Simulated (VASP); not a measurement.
# Ta2W (P1) in VASP: relaxation of cell and atoms with PBE

Aim: the relaxation of cell and atoms of Ta2W with PBE.

All numbers are computed with VASP 6.6.1; they aren't measurements. Logs are shortened: lines on timing, memory, paths and dates and some standing lists are left out, and cuts for length are marked.

## Step 1: The cell of the first run

The typed cell holds 6 atoms: a = 2.840 Å, b = 5.379 Å, c = 6.900 Å, α = 78.91°, β = 83.74°, γ = 80.94°.

## Step 2: Relaxation of cell and atoms, PBE

INCAR reads:

```
ALGO = Fast ; EDIFF = 1E-7
EDIFFG = -0.025 ; ENCUT = 600
GGA = PE ; IBRION = 2
ISIF = 3 ; ISMEAR = 0
LASPH = T ; LCHARG = F
LREAL = F ; LWAVE = F
NELM = 80 ; NSW = 80
PREC = Accurate ; SIGMA = 0.2
```

KPOINTS reads:

```
k-points
0
Gamma
  8 4 4
```

POSCAR reads:

```
Ta2W
1.0
   -1.6176173376     -2.3337524232      0.0353892512
   -4.8475463532      2.3300642498      0.0512341693
   -1.5245113522      0.0395374614     -6.7291788647
Ta W
4 2
Direct
    0.0713673663      0.0493523927      0.6745967511
    0.6022640979      0.5886636119      0.6621675118
    0.3849843521      0.4362734651      0.3549267960
    0.9869904782      0.9115605327      0.3020549326
    0.2025284886      0.2471832672     -0.0149875162
    0.7518652169      0.7669667304      0.0212415246
```

Potentials or basis: VASP PAW PBE potentials, release 64 (Ta_pv, W_sv).

Run with:

```sh
cat potpaw_PBE.64/Ta_pv/POTCAR potpaw_PBE.64/W_sv/POTCAR > POTCAR
mpirun -np 1 vasp_std > vasp.out
```

OUTCAR:

```text
EDIFF = 1E-7
   EDIFFG = -0.025
   ENCUT = 600
   GGA = PE
   IBRION = 2
   ISIF = 3
   ISMEAR = 0
   LASPH = T
   LREAL = F
   NELM = 80
   NSW = 80
   PREC = Accurate

 ion  position               nearest neighbor table
   1  0.071  0.049  0.675-   5 2.65   2 2.70   6 2.72   4 2.85   3 2.89   2 2.98   2 3.01   6 3.23
                             5 3.27   3 3.30   2 3.46   4 3.55
   2  0.602  0.589  0.662-   3 2.58   1 2.70   5 2.86   6 2.92   4 2.95   1 2.98   1 3.01   3 3.03
                             5 3.08   4 3.25   6 3.43   1 3.46
   3  0.385  0.436  0.355-   2 2.58   4 2.60   6 2.83   1 2.89   2 3.03   5 3.04   4 3.12   6 3.16
                             4 3.24   4 3.30   1 3.30   5 3.45
   4  0.987  0.912  0.302-   6 2.41   3 2.60   5 2.64   1 2.85   6 2.86   2 2.95   3 3.12   3 3.24
                             2 3.25   3 3.30   5 3.36   1 3.55
   5  0.203  0.247  0.985-   4 2.64   1 2.65   6 2.78   2 2.86   6 2.93   6 3.02   3 3.04   2 3.08
                             1 3.27   4 3.36   3 3.45   6 3.47
   6  0.752  0.767  0.021-   4 2.41   1 2.72   5 2.78   3 2.83   4 2.86   2 2.92   5 2.93   5 3.02
                             3 3.16   1 3.23   2 3.43   5 3.47

  LATTYP: Found a triclinic cell.
 ALAT       =     2.8397779179
 B/A-ratio  =     2.5286978591
 C/A-ratio  =     4.1849174743
 COS(alpha) =     0.0053978633
 COS(beta)  =     0.6124651749
 COS(gamma) =     0.6729598157

  Lattice vectors:

 A1 = (   1.6176173376,   2.3337524232,  -0.0353892512)
 A2 = (  -1.6123116780,   6.9975690962,  -0.0195443331)
 A3 = (   9.6072923806,   2.2979031352,   6.6071661930)

Analysis of symmetry for initial positions (statically):
=====================================================================
 Subroutine PRICEL returns:
 Original cell was already a primitive cell.

 Routine SETGRP: Setting up the symmetry group for a
 triclinic supercell.

 Subroutine GETGRP returns: Found  1 space group operations
 (whereof  1 operations were pure point group operations)
 out of a pool of  2 trial point group operations.

The static configuration has the point symmetry C_1 .

Analysis of symmetry for dynamics (positions and initial velocities):
=====================================================================
 Subroutine PRICEL returns:
 Original cell was already a primitive cell.

 Routine SETGRP: Setting up the symmetry group for a
 triclinic supercell.

 Subroutine GETGRP returns: Found  1 space group operations
 (whereof  1 operations were pure point group operations)
 out of a pool of  2 trial point group operations.

The dynamic configuration has the point symmetry C_1 .

 Subroutine INISYM returns: Found  1 space group operations
 (whereof  1 operations are pure point group operations),
 and found     1 'primitive' translations

----------------------------------------------------------------------------------------

                                     Primitive cell

  volume of cell :     101.7948

  direct lattice vectors                    reciprocal lattice vectors
    -1.617617338 -2.333752423  0.035389251    -0.154049557 -0.321215933  0.033012978
    -4.847546353  2.330064250  0.051234169    -0.154259720  0.107463123  0.035579306
    -1.524511352  0.039537461 -6.729178865    -0.001984650 -0.000871103 -0.148162033

  length of vectors
     2.839777918  5.378710812  6.899822191     0.357771992  0.191338106  0.148177885

  position of ions in fractional coordinates (direct lattice)
     0.071367366  0.049352393  0.674596751
     0.602264098  0.588663612  0.662167512
     0.384984352  0.436273465  0.354926796
     0.986990478  0.911560533  0.302054933
     0.202528489  0.247183267  0.985012484
     0.751865217  0.766966730  0.021241525

  ion indices of the primitive-cell ions
   primitive index   ion index
                 1           1
                 2           2
                 3           3
                 4           4
                 5           5
                 6           6

----------------------------------------------------------------------------------------

 KPOINTS: k-points

Automatic generation of k-mesh.
 Grid dimensions read from file:
 generate k-points for:    8    4    4

 Generating k-lattice:

  Cartesian coordinates                     Fractional coordinates (reciprocal lattice)
    -0.019256195 -0.040151992  0.004126622     0.125000000  0.000000000  0.000000000
    -0.038564930  0.026865781  0.008894826     0.000000000  0.250000000  0.000000000
    -0.000496163 -0.000217776 -0.037040508     0.000000000  0.000000000  0.250000000

  Length of vectors
     0.044721499  0.047834527  0.037044471

  Shift w.r.t. Gamma in fractional coordinates (k-lattice)
     0.000000000  0.000000000  0.000000000

 Subroutine IBZKPT returns following result:
 ===========================================

 Found     68 irreducible k-points:

 Following reciprocal coordinates:
            Coordinates               Weight
  0.000000  0.000000  0.000000      1.000000
  0.125000 -0.000000  0.000000      2.000000
  0.250000 -0.000000  0.000000      2.000000
  0.375000 -0.000000  0.000000      2.000000
  0.500000 -0.000000  0.000000      1.000000
 -0.000000  0.250000 -0.000000      2.000000
[... 16 lines left out ...]
  0.500000  0.000000  0.250000      2.000000
 -0.375000  0.000000  0.250000      2.000000
 [... further k-points ...]
   k-points           NKPTS =     68   k-points in BZ     NKDIM =     68   number of bands    NBANDS=     43
   number of dos      NEDOS =    301   number of ions     NIONS =      6
   total plane-waves  NPLWV =  64512
   dimension x,y,z NGX =    24 NGY =   48 NGZ =   56
   dimension x,y,z NGXF=    48 NGYF=   96 NGZF=  112
   ions per type =               4   2
   NGX,Y,Z   is equivalent  to a cutoff of  14.05, 14.84, 13.49 a.u.
   NGXF,Y,Z  is equivalent  to a cutoff of  28.10, 29.67, 26.99 a.u.
 SYSTEM =  unknown system
   PREC   = accura    normal or accurate (medium, high low for compatibility)
   ISTART =      0    job   : 0-new  1-cont  2-samecut
   ICHARG =      2    charge: 1-file 2-atom 10-const
   ISPIN  =      1    spin polarized calculation?
   LNONCOLLINEAR =      F non collinear calculations
   LSORBIT =      F    spin-orbit coupling
   LASPH  =      T    aspherical Exc in radial PAW
   ENCUT  =  600.0 eV  44.10 Ry    6.64 a.u.   5.67 10.74 13.78*2*pi/ulx,y,z
   NELM   =     80;   NELMIN=  2; NELMDL= -5     # of ELM steps
   EDIFF  = 0.1E-06   stopping-criterion for ELM
   LREAL  =      F    real-space projection
   EDIFFG = -.3E-01   stopping-criterion for IOM
   NSW    =     80    number of steps for IOM
   IBRION =      2    ionic relax: 0-MD 1-quasi-New 2-CG
   NFREE  =      1    steps in history (QN), initial steepest desc. (CG)
   ISIF   =      3    stress and relaxation
   ISYM   =      2    0-nonsym 1-usesym 2-fastsym
   POTIM  = 0.5000    time-step for ionic-motion
   TEBEG  =    0.0;   TEEND  =   0.0 temperature during run
   PSTRESS=    0.0 pullay stress
   NELECT =      72.0000    total number of electrons
   NUPDOWN=      -1.0000    fix difference up-down
   EMIN   =  10.00;   EMAX   =-10.00  energy-range for DOS
   EFERMI =   0.00;   METHOD = LEGACY
   ISMEAR =     0;   SIGMA  =   0.20  broadening in eV -4-tet -1-fermi 0-gaus
   EFERMI_NEDOS =   21; number of points for ismear=-14 and -15
   IALGO  =     68    algorithm
   IMIX   =      4    mixing-type and parameters
     AMIX     =   0.40;   BMIX     =  1.00
     AMIX_MAG =   1.60;   BMIX_MAG =  1.00
  volume/ion in A,a.u.               =      16.97       114.49
  Fermi-wavevector in a.u.,A,eV,Ry     =   1.458625  2.756402 28.947595  2.127588
  Thomas-Fermi vector in A             =   2.575288
   LORBIT       =      0    0 simple, 1 ext, 2 COOP (PROOUT), +10 PAW based schemes
   GGA     = PE    functional components
   LHFCALC =     F    Hartree Fock is set to
   AEXX    =    0.0000 exact exchange contribution
   IVDW    =     0    specifies the selected vdW correction
   LEPSILON=     F    determine dielectric tensor
   LRPA    =     F    only Hartree local field effects (RPA)
 conjugate gradient relaxation of ions
 non-spin polarized calculation
 RMM-DIIS sequential band-by-band and
 Gauss-broadening in eV      SIGMA  =   0.20
  energy-cutoff  :      600.00
  volume of cell :      101.79
 maximum number of plane-waves:      3419
   NGX = 11   NGY = 21   NGZ = 27

--------------------------------------- Ionic step        1  -------------------------------------------

 number of electron      72.0000002 magnetization

 Free energy of the ion-electron system (eV)
  ---------------------------------------------------
  ext. energy  EPLUGINS =         0.00000000
  ---------------------------------------------------
  free energy    TOTEN  =       -71.43597176 eV

  energy without entropy =      -71.33272667  energy(sigma->0) =      -71.38434922

------------------------ aborting loop because EDIFF is reached ----------------------------------------

  FORCE on cell =-STRESS in cart. coord.  units (eV):
  Direction    XX          YY          ZZ          XY          YZ          ZX
  --------------------------------------------------------------------------------------
  -------------------------------------------------------------------------------------
  Total        9.1607617      7.1123142     12.3003045     -0.8697081      0.6514061      3.1084793
  in kB      144.1838277    111.9427302    193.5979827    -13.6885826     10.2526653     48.9252374
  external PRESSURE =     149.9081802 kB  Pullay stress =       0.0000000 kB
[... 101 lines left out ...]
  FREE ENERGIE OF THE ION-ELECTRON SYSTEM (eV)
  ---------------------------------------------------
  free  energy   TOTEN  =       -72.6483925758 eV

  energy  without entropy=      -72.5292501335  energy(sigma->0) =      -72.58882135

[... ionic steps 4 to 15 ...]

--------------------------------------- Ionic step       16  -------------------------------------------

 number of electron      72.0000006 magnetization

------------------------ aborting loop because EDIFF is reached ----------------------------------------
[... 75 lines left out ...]
--------------------------------------- Ionic step       18  -------------------------------------------

 number of electron      72.0000005 magnetization

 Free energy of the ion-electron system (eV)
  ---------------------------------------------------
  ext. energy  EPLUGINS =         0.00000000
  ---------------------------------------------------
  free energy    TOTEN  =       -73.44956703 eV

  energy without entropy =      -73.34297556  energy(sigma->0) =      -73.39627129

 E-fermi :   7.0182     XC(G=0): -12.8826

 val. band max:        7.0103940961   @ k =  -0.1250   0.0000   0.2500
 cond. band min:       7.0231585599   @ k =   0.1250   0.2500  -0.0000
 fundamental gap:      0.0127644637
 Fermi energy:         7.0181515992

 k-point     1 :       0.0000    0.0000    0.0000
  band No.  band energies     occupation
      1     -66.4490      2.00000
      2     -66.4080      2.00000
      3     -31.0072      2.00000
      4     -30.6982      2.00000
      5     -30.6041      2.00000
      6     -30.4085      2.00000
[... 1093 lines left out ...]
     42      10.1472      0.00000
     43      10.3964      0.00000

 [... further k-points ...]

------------------------ aborting loop because EDIFF is reached ----------------------------------------

  FORCE on cell =-STRESS in cart. coord.  units (eV):
  Direction    XX          YY          ZZ          XY          YZ          ZX
  --------------------------------------------------------------------------------------
  -------------------------------------------------------------------------------------
  Total        0.0686701      0.0254984      0.0892417     -0.0074249      0.0218119      0.0261064
  in kB        1.0505305      0.3900796      1.3652397     -0.1135873      0.3336838      0.3993817
  external PRESSURE =       0.9352833 kB  Pullay stress =       0.0000000 kB
[... 21 lines left out ...]
  FREE ENERGIE OF THE ION-ELECTRON SYSTEM (eV)
  ---------------------------------------------------
  free  energy   TOTEN  =       -73.4495670320 eV

  energy  without entropy=      -73.3429755562  energy(sigma->0) =      -73.39627129

 reached required accuracy - stopping structural energy minimisation
```

It took 46 min on 1 thread of Intel Xeon 6975P-C (Granite Rapids), shared host; peak memory 0.48 GiB.

What came out:

```yaml
Free_energy: -73.4496 eV
Relaxed_volume: 17.45 Å³/atom
Relaxed_cell: a = 2.840 Å, b = 5.426 Å, c = 7.072 Å, α = 78.19°, β = 82.57°, γ = 80.70°
Space_group_after_relaxing_to_0.1_Å: Fmmm (No. 69)
Energy_gained_by_relaxing: 335.6 meV/atom
Ionic_steps: 18
Pressure_after_relaxing: 0.1 GPa
Largest_force_after_relaxing: 0.023 eV/Å
Band_gap_on_the_k_mesh: zero (bands 36 and 37 overlap by 2.01 eV)
```

Forces on the atoms (eV/Å):
```
Ta   0.004  0.020  0.007
Ta   0.003 -0.015 -0.007
Ta   0.003  0.000  0.006
Ta  -0.010 -0.018  0.011
W   -0.011  0.009 -0.015
W    0.011  0.004 -0.002
```

The path:
```csv
step,energy change (eV),largest force (eV/Å),pressure (GPa),volume (Å³)
1,0.0000,5.0104,14.99,101.79
2,0.5690,0.8050,-28.90,126.89
3,-1.2124,1.6741,-11.01,111.63
4,-1.2206,1.7828,-9.62,110.89
5,-1.7869,1.1655,7.51,101.82
6,-1.8307,1.0179,3.19,103.58
7,-1.9455,0.6921,-1.91,105.76
8,-1.9455,0.6913,-1.92,105.77
9,-1.9942,0.3470,1.89,103.94
10,-1.9942,0.3495,1.81,103.98
11,-2.0045,0.1806,-1.62,105.54
12,-2.0097,0.1607,-0.40,104.96
13,-2.0124,0.0807,0.39,104.60
14,-2.0124,0.0798,0.40,104.59
15,-2.0131,0.0613,-0.39,104.95
16,-2.0132,0.0601,-0.16,104.85
17,-2.0136,0.0261,0.04,104.75
18,-2.0136,0.0231,0.09,104.73
```

Final structure:
```cif
data_structure
_symmetry_space_group_name_H-M 'P 1'
_symmetry_Int_Tables_number 1
_cell_length_a 2.8396
_cell_length_b 5.4255
_cell_length_c 7.0724
_cell_angle_alpha 78.189
_cell_angle_beta 82.573
_cell_angle_gamma 80.702
_cell_volume 104.73
loop_
_atom_site_label
_atom_site_type_symbol
_atom_site_fract_x
_atom_site_fract_y
_atom_site_fract_z
_atom_site_occupancy
Ta1 Ta 0.08275 0.08190 0.67303 1
Ta2 Ta 0.58179 0.58202 0.67294 1
Ta3 Ta 0.41787 0.41813 0.32700 1
Ta4 Ta 0.91711 0.91804 0.32718 1
W1 W 0.25022 0.24985 0.99988 1
W2 W 0.75026 0.75005 0.99997 1
```

Caveat: spin-orbit coupling is left out, which moves the levels of the heavy elements.
